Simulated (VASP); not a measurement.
# ZrB2 (P6/mmm) in VASP: further runs

Runs on ZrB2. Level: PBEsol. Tasks: single point.

Everything below comes from runs of VASP 6.6.1. Logs are shortened: lines on timing, memory, paths and dates and some standing lists are left out, and cuts for length are marked.

## (1) The cell of the first run

It takes space group P6/mmm (No. 191, hexagonal). The conventional cell has a = 3.030 Å, b = 3.030 Å, c = 3.802 Å, α = 90.00°, β = 90.00°, γ = 120.00°. Within 3.4 Å of Zr (site symmetry 6/mmm) lie 12 B at 2.58 Å and 6 Zr at 3.03 Å. B (site symmetry -6m2) has 3 B at 1.75 Å within 2.3 Å.

## (2) Single point, PBEsol (10.08 Å³/atom)

Contents of INCAR:

```
ALGO = Normal
EDIFF = 1E-6
ENCUT = 520
GGA = PS
ISIF = 2
ISMEAR = 0
LASPH = True
LCHARG = False
LREAL = False
LWAVE = False
NBANDS = 16
NELM = 60
PREC = Accurate
SIGMA = 0.15
```

Contents of KPOINTS:

```
k-points
0
Gamma
  18 18 12
```

Contents of POSCAR:

```
ZrB2
1.0
    3.0298161787      0.0000000000      0.0000000000
   -1.5149080894      2.6238977796      0.0000000000
    0.0000000000      0.0000000000      3.8021163227
Zr B
1 2
Direct
    0.0000000000      0.0000000000      0.0000000000
    0.3333333333      0.6666666667      0.5000000000
    0.6666666667      0.3333333333      0.5000000000
```

Potentials or basis: VASP PAW PBE potentials, release 64 (Zr_sv, B).

Started as:

```bash
cat potpaw_PBE.64/Zr_sv/POTCAR potpaw_PBE.64/B/POTCAR > POTCAR
mpirun -np 1 vasp_std > vasp.out
```

OUTCAR:

```text
EDIFF = 1E-6
   ENCUT = 520
   GGA = PS
   ISIF = 2
   ISMEAR = 0
   LASPH = True
   LREAL = False
   NELM = 60
   PREC = Accurate

 ion  position               nearest neighbor table
   1  0.000  0.000  0.000-   2 2.58   3 2.58   2 2.58   3 2.58   3 2.58   3 2.58   2 2.58   2 2.58
                             3 2.58   3 2.58   2 2.58   2 2.58
   2  0.333  0.667  0.500-   3 1.75   3 1.75   3 1.75   1 2.58   1 2.58   1 2.58   1 2.58   1 2.58
                             1 2.58
   3  0.667  0.333  0.500-   2 1.75   2 1.75   2 1.75   1 2.58   1 2.58   1 2.58   1 2.58   1 2.58
                             1 2.58

  LATTYP: Found a hexagonal cell.
 ALAT       =     3.0298161787
 C/A-ratio  =     1.2549000000

  Lattice vectors:

 A1 = (   3.0298161787,   0.0000000000,   0.0000000000)
 A2 = (  -1.5149080894,   2.6238977796,   0.0000000000)
 A3 = (   0.0000000000,   0.0000000000,   3.8021163227)

Analysis of symmetry for initial positions (statically):
=====================================================================
 Subroutine PRICEL returns:
 Original cell was already a primitive cell.

 Routine SETGRP: Setting up the symmetry group for a
 hexagonal supercell.

 Subroutine GETGRP returns: Found 24 space group operations
 (whereof 24 operations were pure point group operations)
 out of a pool of 24 trial point group operations.

The static configuration has the point symmetry D_6h.

Analysis of symmetry for dynamics (positions and initial velocities):
=====================================================================
 Subroutine PRICEL returns:
 Original cell was already a primitive cell.

 Routine SETGRP: Setting up the symmetry group for a
 hexagonal supercell.

 Subroutine GETGRP returns: Found 24 space group operations
 (whereof 24 operations were pure point group operations)
 out of a pool of 24 trial point group operations.

The dynamic configuration has the point symmetry D_6h.

 Subroutine INISYM returns: Found 24 space group operations
 (whereof 24 operations are pure point group operations),
 and found     1 'primitive' translations

----------------------------------------------------------------------------------------

                                     Primitive cell

  volume of cell :      30.2266

  direct lattice vectors                    reciprocal lattice vectors
     3.029816179  0.000000000  0.000000000     0.330053027  0.190556204  0.000000000
    -1.514908089  2.623897780  0.000000000     0.000000000  0.381112408  0.000000000
     0.000000000  0.000000000  3.802116323     0.000000000  0.000000000  0.263011417

  length of vectors
     3.029816179  3.029816179  3.802116323     0.381112408  0.381112408  0.263011417

  position of ions in fractional coordinates (direct lattice)
     0.000000000  0.000000000  0.000000000
     0.333333333  0.666666667  0.500000000
     0.666666667  0.333333333  0.500000000

  ion indices of the primitive-cell ions
   primitive index   ion index
                 1           1
                 2           2
                 3           3

----------------------------------------------------------------------------------------

 KPOINTS: k-points

Automatic generation of k-mesh.
 Grid dimensions read from file:
 generate k-points for:   18   18   12

 Generating k-lattice:

  Cartesian coordinates                     Fractional coordinates (reciprocal lattice)
     0.018336279  0.010586456  0.000000000     0.055555556  0.000000000  0.000000000
     0.000000000  0.021172912  0.000000000     0.000000000  0.055555556  0.000000000
     0.000000000  0.000000000  0.021917618     0.000000000  0.000000000  0.083333333

  Length of vectors
     0.021172912  0.021172912  0.021917618

  Shift w.r.t. Gamma in fractional coordinates (k-lattice)
     0.000000000  0.000000000  0.000000000

 Subroutine IBZKPT returns following result:
 ===========================================

 Found    259 irreducible k-points:

 Following reciprocal coordinates:
            Coordinates               Weight
[... 53 lines left out ...]
  band No.  band energies     occupation
      1     -37.9184      2.00000
      2     -16.6986      2.00000
      3     -16.1291      2.00000
      4     -15.7874      2.00000
      5       0.4017      2.00000
      6       3.6855      2.00000
[... 8 lines left out ...]
     15      19.5635      0.00000
     16      20.2649      0.00000

 k-point     9 :       0.4444    0.0000    0.0000
  band No.  band energies     occupation
      1     -37.9014      2.00000
      2     -16.8049      2.00000
      3     -16.1059      2.00000
      4     -15.8127      2.00000
      5       1.1146      2.00000
      6       2.8222      2.00000
[... 8 lines left out ...]
     15      19.5981      0.00000
     16      20.1062      0.00000
[... 172 lines left out ...]
 k-point    19 :       0.1111    0.1111    0.0000
  band No.  band energies     occupation
      1     -38.0265      2.00000
      2     -16.2761      2.00000
      3     -15.9610      2.00000
      4     -15.6371      2.00000
      5      -1.5742      2.00000
      6       6.8905      2.00000
[... 8 lines left out ...]
     15      17.7480      0.00000
     16      18.9127      0.00000

 k-point    20 :       0.1667    0.1111    0.0000
  band No.  band energies     occupation
      1     -37.9972      2.00000
      2     -16.2363      2.00000
      3     -16.1507      2.00000
      4     -15.7005      2.00000
      5      -1.1695      2.00000
      6       6.3044      2.00000
[... 8 lines left out ...]
     15      17.6393      0.00000
     16      19.6838      0.00000

 k-point    21 :       0.2222    0.1111    0.0000
  band No.  band energies     occupation
      1     -37.9657      2.00000
      2     -16.3465      2.00000
      3     -16.1935      2.00000
      4     -15.7683      2.00000
      5      -0.6708      2.00000
      6       5.5140      2.00000
[... 8 lines left out ...]
     15      17.9561      0.00000
     16      20.4859      0.00000

 k-point    22 :       0.2778    0.1111    0.0000
  band No.  band energies     occupation
      1     -37.9360      2.00000
      2     -16.5258      2.00000
      3     -16.1531      2.00000
      4     -15.8315      2.00000
      5      -0.0881      2.00000
      6       4.6682      2.00000
[... 8 lines left out ...]
     15      18.5935      0.00000
     16      20.7534      0.00000

 k-point    23 :       0.3333    0.1111    0.0000
  band No.  band energies     occupation
      1     -37.9116      2.00000
      2     -16.6691      2.00000
      3     -16.1198      2.00000
      4     -15.8826      2.00000
      5       0.5688      2.00000
      6       3.8022      2.00000
[... 8 lines left out ...]
     15      19.3277      0.00000
     16      20.4878      0.00000

 k-point    24 :       0.3889    0.1111    0.0000
  band No.  band energies     occupation
      1     -37.8955      2.00000
      2     -16.7612      2.00000
      3     -16.0980      2.00000
      4     -15.9157      2.00000
      5       1.2858      2.00000
      6       2.9510      2.00000
[... 8 lines left out ...]
     15      19.9457      0.00000
     16      19.9989      0.00000

 [... further k-points ...]
[... 5 lines left out ...]
  --------------------------------------------------------------------------------------
  -------------------------------------------------------------------------------------
  Total        3.2747641      3.2747641     -4.5912957     -0.0000000      0.0000000     -0.0000000
  in kB      173.5809312    173.5809312   -243.3645166     -0.0000000      0.0000000     -0.0000000
  external PRESSURE =      34.5991153 kB  Pullay stress =       0.0000000 kB

 VOLUME and BASIS-vectors are now :
 -----------------------------------------------------------------------------
  energy-cutoff  :      520.00
  volume of cell :       30.23
      direct lattice vectors                 reciprocal lattice vectors
     3.029816179  0.000000000  0.000000000     0.330053027  0.190556204  0.000000000
    -1.514908089  2.623897780  0.000000000     0.000000000  0.381112408  0.000000000
     0.000000000  0.000000000  3.802116323     0.000000000  0.000000000  0.263011417

 POSITION                                       TOTAL-FORCE (eV/Angst)
 -----------------------------------------------------------------------------------
      0.00000      0.00000      0.00000         0.000000      0.000000      0.000000
     -0.00000      1.74927      1.90106         0.000000     -0.000000      0.000000
      1.51491      0.87463      1.90106        -0.000000      0.000000      0.000000
 -----------------------------------------------------------------------------------
    total drift:                               -0.000000      0.000000      0.000000

  FREE ENERGIE OF THE ION-ELECTRON SYSTEM (eV)
  ---------------------------------------------------
  free  energy   TOTEN  =       -26.0830202743 eV

  energy  without entropy=      -26.0809181313  energy(sigma->0) =      -26.08196920
```

Wall time 33 s (1 thread of Intel Xeon 6975P-C (Granite Rapids), shared host); peak memory 0.24 GiB.

Results:

| Property | Result |
| --- | --- |
| Free energy | -26.0830 eV |
| Pressure | 3.5 GPa |
| Band gap on the k mesh | zero (bands 9 and 10 overlap by 1.01 eV) |

Levels at points of the mesh, in eV from the Fermi level:
| k point | band 6 | band 7 | band 8 | band 9 | band 10 | band 11 | band 12 | band 13 |
| --- | --- | --- | --- | --- | --- | --- | --- | --- |
| (0.00, 0.00, 0.00) | -3.04 | -2.91 | -1.65 | -1.65 | 3.53 | 3.53 | 3.79 | 3.79 |
| (0.50, 0.00, 0.00) | -8.25 | -4.40 | -2.66 | -2.63 | 2.18 | 2.46 | 5.20 | 6.00 |
| (0.00, 0.00, 0.50) | -6.96 | -0.21 | -0.21 | 0.16 | 0.93 | 0.93 | 1.63 | 1.63 |
| (0.50, 0.00, 0.50) | -7.13 | -4.02 | -3.88 | -1.64 | 2.63 | 4.85 | 4.99 | 6.04 |

Caveat: the cell stands under pressure; the PAW data sets were made with another functional, which shifts forces and pressure a little.

## (3) Single point, PBEsol

This run uses another cell than the first one, of the same volume but with other edges.

Contents of INCAR:

```
SYSTEM = ZrB2
PREC = Accurate
ENCUT = 520
EDIFF = 1E-6
ISMEAR = 0
SIGMA = 0.15
LREAL = .FALSE.
LASPH = .TRUE.
NELM = 100
ALGO = Normal
ISIF = 2
LWAVE = .FALSE.
LCHARG = .FALSE.
GGA = PS
NBANDS = 16
```

Contents of KPOINTS:

```
regular mesh
0
G
  18 18 12
  0 0 0
```

Contents of POSCAR:

```
ZrB2
1.0
    3.1548382285      0.0000000000      0.0000000000
   -1.5774191143      2.7321700507      0.0000000000
    0.0000000000      0.0000000000      3.5067416443
Zr B
1 2
Direct
    0.0000000000      0.0000000000      0.0000000000
    0.3333333333      0.6666666667      0.5000000000
    0.6666666667      0.3333333333      0.5000000000
```

Potentials or basis: VASP PAW PBE potentials, release 64 (Zr_sv, B).

Started as:

```bash
cat potpaw_PBE.64/Zr_sv/POTCAR potpaw_PBE.64/B/POTCAR > POTCAR
mpirun -np 1 vasp_std > vasp.out
```

Wall time 32 s (1 thread of Intel Xeon 6975P-C (Granite Rapids), shared host); peak memory 0.24 GiB.

It converged, with:

* Free energy: -26.4039 eV
* Pressure: 0.3 GPa
* Band gap on the k mesh: zero (bands 9 and 10 overlap by 1.25 eV)

Levels at points of the mesh, in eV from the Fermi level:
```csv
k point,band 5,band 6,band 7,band 8,band 9,band 10,band 11,band 12,band 13,band 14
"(0.00, 0.00, 0.00)",-12.81,-2.71,-2.71,-2.68,-2.32,3.44,3.44,4.27,4.27,4.95
"(0.50, 0.00, 0.00)",-9.06,-8.49,-3.98,-3.09,-2.79,2.26,2.31,5.01,5.10,6.59
"(0.00, 0.00, 0.50)",-10.67,-7.05,-0.99,-0.99,0.26,0.26,0.75,0.75,1.87,5.05
"(0.50, 0.00, 0.50)",-10.01,-7.00,-4.71,-4.23,-1.98,3.82,4.13,5.40,6.43,6.63
```

Caveat: the PAW data sets were made with another functional, which shifts forces and pressure a little.

## (4) Single point, PBEsol (10.48 Å³/atom)

This run uses another cell than the first one, of 10.48 Å³/atom.

Contents of INCAR:

```
SYSTEM = ZrB2
PREC = Accurate ; ENCUT = 520
EDIFF = 1E-7 ; ISMEAR = 0
SIGMA = 0.15 ; LREAL = .False.
LASPH = .True. ; NELM = 80
ALGO = Normal ; ISIF = 2
LWAVE = .False. ; LCHARG = .False.
GGA = PS ; NBANDS = 16
```

Contents of KPOINTS:

```
regular mesh
0
Gamma
  18 18 12
  0 0 0
```

Contents of POSCAR:

```
ZrB2
1.0
    3.0082690174      0.0000000000      0.0000000000
   -1.5041345087      2.6052373905      0.0000000000
    0.0000000000      0.0000000000      4.0112259078
Zr B
1 2
Direct
    0.0000000000      0.0000000000      0.0000000000
    0.3333333333      0.6666666667      0.5000000000
    0.6666666667      0.3333333333      0.5000000000
```

Started as:

```bash
cat potpaw_PBE.64/Zr_sv/POTCAR potpaw_PBE.64/B/POTCAR > POTCAR
mpirun -np 1 vasp_std > vasp.out
```

Wall time 38 s (1 thread of Intel Xeon 6975P-C (Granite Rapids), shared host); peak memory 0.25 GiB.

Results (log left out):

* Free energy: -25.7049 eV
* Pressure: -2.7 GPa
* Band gap on the k mesh: zero (bands 9 and 10 overlap by 0.79 eV)

Stress tensor (GPa, compression positive):
```
 15.66   0.00   0.00
  0.00  15.66   0.00
  0.00   0.00 -39.50
```

Levels at points of the mesh, in eV from the Fermi level:
```
           k point  band 7  band 8  band 9  band 10  band 11  band 12
(0.00, 0.00, 0.00)   -2.82   -0.91   -0.91     3.26     3.26     4.03
(0.50, 0.00, 0.00)   -4.15   -2.39   -2.13     2.33     2.68     5.12
(0.00, 0.00, 0.50)   -0.37    0.38    0.38     1.14     1.14     2.42
(0.50, 0.00, 0.50)   -3.64   -3.14   -1.39     2.21     3.94     5.52
```

Caveat: the PAW data sets were made with another functional, which shifts forces and pressure a little.

## (5) Single point, PBEsol (10.48 Å³/atom)

This run uses another cell than the first one, of 10.48 Å³/atom.

Contents of INCAR:

```
PREC = Accurate ; ENCUT = 520
EDIFF = 1E-7 ; ISMEAR = 0
SIGMA = 0.15 ; LREAL = F
LASPH = T ; NELM = 80
ALGO = Normal ; ISIF = 2
LWAVE = F ; LCHARG = F
GGA = PS ; NBANDS = 16
```

Contents of KPOINTS:

```
Automatic mesh
0
Gamma
  18 18 12
```

Contents of POSCAR:

```
ZrB2
1.0
    3.3963000839      0.0000000000      0.0000000000
   -1.6981500420      2.9412821515      0.0000000000
    0.0000000000      0.0000000000      3.1470116577
Zr B
1 2
Direct
    0.0000000000      0.0000000000      0.0000000000
    0.3333333333      0.6666666667      0.5000000000
    0.6666666667      0.3333333333      0.5000000000
```

Started as:

```bash
cat potpaw_PBE.64/Zr_sv/POTCAR potpaw_PBE.64/B/POTCAR > POTCAR
mpirun -np 1 vasp_std > vasp.out
```

Run time: 45 s. Hardware: 1 thread of Intel Xeon 6975P-C (Granite Rapids), shared host; peak memory 0.24 GiB.

Results (log left out):

```yaml
Free_energy: -25.6898 eV
Pressure: -8.6 GPa
Band_gap_on_the_k_mesh: zero (bands 9 and 10 overlap by 1.66 eV)
```

Stress tensor (GPa, compression positive):
```
-27.16   0.00   0.00
  0.00 -27.16   0.00
  0.00   0.00  28.50
```

Levels at points of the mesh, in eV from the Fermi level:
| k point | band 6 | band 7 | band 8 | band 9 | band 10 | band 11 | band 12 | band 13 |
| --- | --- | --- | --- | --- | --- | --- | --- | --- |
| (0.00, 0.00, 0.00) | -3.53 | -3.53 | -2.02 | -0.44 | 2.46 | 3.70 | 3.70 | 4.22 |
| (0.50, 0.00, 0.00) | -8.26 | -3.02 | -2.71 | -2.10 | 2.96 | 3.30 | 3.56 | 4.08 |
| (0.00, 0.00, 0.50) | -6.63 | -1.26 | -1.26 | -1.01 | -1.01 | 0.87 | 0.87 | 3.50 |
| (0.50, 0.00, 0.50) | -6.10 | -4.96 | -3.98 | -2.20 | 3.67 | 4.56 | 5.53 | 7.05 |

Caveat: the cell stands under tension; the PAW data sets were made with another functional, which shifts forces and pressure a little.

## (6) Single point, PBEsol (10.48 Å³/atom)

This run uses another cell than the first one, of 10.48 Å³/atom.

Contents of INCAR:

```
PREC     = Accurate       # precision mode
ENCUT    = 520            # plane-wave cutoff, eV
EDIFF    = 1E-7           # SCF threshold, eV
ISMEAR   = 0              # smearing method
SIGMA    = 0.15           # smearing width, eV
LREAL    = F              # projectors in reciprocal space
LASPH    = T              # aspherical terms in the spheres
NELM     = 80             # most SCF steps
ALGO     = Normal         # electronic algorithm
ISIF     = 2              # what is computed and relaxed
LWAVE    = F              # write WAVECAR
LCHARG   = F              # write CHGCAR
GGA      = PS             # functional
NBANDS   = 16             # bands
```

Contents of KPOINTS:

```
regular mesh
0
Gamma
  18 18 12
```

Contents of POSCAR:

```
ZrB2
1.0
    3.2617130691      0.0000000000      0.0000000000
   -1.6308565346      2.8247263777      0.0000000000
    0.0000000000      0.0000000000      3.4120780416
Zr B
1 2
Direct
    0.0000000000      0.0000000000      0.0000000000
    0.3333333333      0.6666666667      0.5000000000
    0.6666666667      0.3333333333      0.5000000000
```

Potentials or basis: VASP PAW PBE potentials, release 64 (Zr_sv, B).

Started as:

```bash
cat potpaw_PBE.64/Zr_sv/POTCAR potpaw_PBE.64/B/POTCAR > POTCAR
mpirun -np 1 vasp_std > vasp.out
```

It took 41 s on 1 thread of Intel Xeon Platinum 8559C (Emerald Rapids), shared host; peak memory 0.24 GiB.

Results (log left out):

- Free energy: -26.2893 eV
- Pressure: -9.3 GPa
- Band gap on the k mesh: zero (bands 9 and 10 overlap by 0.93 eV)

Stress tensor (GPa, compression positive):
```
-15.95   0.00   0.00
  0.00 -15.95   0.00
  0.00   0.00   3.88
```

Levels at points of the mesh, in eV from the Fermi level:
```tsv
k point	band 6	band 7	band 8	band 9	band 10	band 11	band 12	band 13
(0.00, 0.00, 0.00)	-3.01	-3.01	-2.42	-1.82	3.28	3.28	3.86	4.59
(0.50, 0.00, 0.00)	-8.47	-3.41	-3.13	-2.73	2.33	2.42	4.33	4.75
(0.00, 0.00, 0.50)	-6.89	-1.18	-1.18	-0.27	-0.27	0.72	0.72	2.81
(0.50, 0.00, 0.50)	-6.76	-4.81	-4.12	-2.15	3.71	4.32	4.87	6.60
```

Caveat: the cell stands under tension; the PAW data sets were made with another functional, which shifts forces and pressure a little.

## (7) Summary

```tsv
cell	gap on the mesh (eV)	pressure (GPa)
a = 3.030, b = 3.030, c = 3.802 Å, angles 90.0, 90.0, 120.0°, 3 atoms	none	3.5
a = 3.155, b = 3.155, c = 3.507 Å, angles 90.0, 90.0, 120.0°, 3 atoms	none	0.3
a = 3.008, b = 3.008, c = 4.011 Å, angles 90.0, 90.0, 120.0°, 3 atoms	none	-2.7
a = 3.396, b = 3.396, c = 3.147 Å, angles 90.0, 90.0, 120.0°, 3 atoms	none	-8.6
a = 3.262, b = 3.262, c = 3.412 Å, angles 90.0, 90.0, 120.0°, 3 atoms	none	-9.3
```

Alike in all rows: task single point; level PBEsol; potentials or basis VASP PAW PBE potentials, release 64 (Zr_sv, B); no spin polarisation; k mesh 18 × 18 × 12; cutoff (eV) 520; smearing gaussian 0.15 eV.

Caveats: the PAW data sets were made with another functional, which shifts forces and pressure a little; the cell stands under tension (at least some runs); the cell stands under pressure (at least some runs).

Total energies depend on the potentials used, so only differences within one code and one set of settings carry meaning.
